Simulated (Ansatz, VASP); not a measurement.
## ZnCd2Se3 in VASP and in Ansatz

```xyz
12
Lattice="4.2620 0.0000 0.0000 -2.1310 3.6910 0.0000 0.0000 0.0000 21.0884" Properties=species:S:1:pos:R:3 pbc="T T T"
Zn    0.0000    2.4607   14.0872
Zn    2.1310    1.2303    3.5430
Cd    0.0000    2.4607    0.1319
Cd    0.0000    2.4607    7.0111
Cd    2.1310    1.2303   10.6761
Cd    2.1310    1.2303   17.5553
Se    0.0000    2.4607    2.8120
Se    0.0000    2.4607    9.6820
Se    0.0000    2.4607   16.5717
Se    2.1310    1.2303    6.0275
Se    2.1310    1.2303   13.3562
Se    2.1310    1.2303   20.2262
```

Alike in both runs: functional PBE; k mesh 12 × 12 × 2; occupations gaussian, width 0.02 eV; no spin polarisation.

Ansatz relaxed the structure, and its values are those at the end. VASP's run is a single point on that final structure, the one shown.

|  | VASP | Ansatz |
| --- | --- | --- |
| version | VASP 6.6.1 | Ansatz 0.2.0 |
| potentials or method | VASP PAW PBE potentials, release 64 (Zn, Cd, Se), cutoff 520 eV | scalar-relativistic, plane waves, PAW |
| valence electrons in the cell | 108 | 200 |

|  | VASP | Ansatz | Ansatz less VASP |
| --- | --- | --- | --- |
| gap on the k mesh at the Fermi level (eV) | 0.58 | 0.58 | +0.003 |
| least direct gap on the mesh (eV) | 0.58 | 0.58 | +0.003 |
| pressure (GPa) | 0.2 | 0.0 | -0.25 |
| rms of the force components (eV/Å) | 0.005 | 0.000 | -0.0046 |

With one functional, cell and mesh, what is left measures potentials, basis and numerics. VASP's potentials hold 108 valence electrons a cell and Ansatz's 200, so a difference there can come from the potentials and not from the codes.
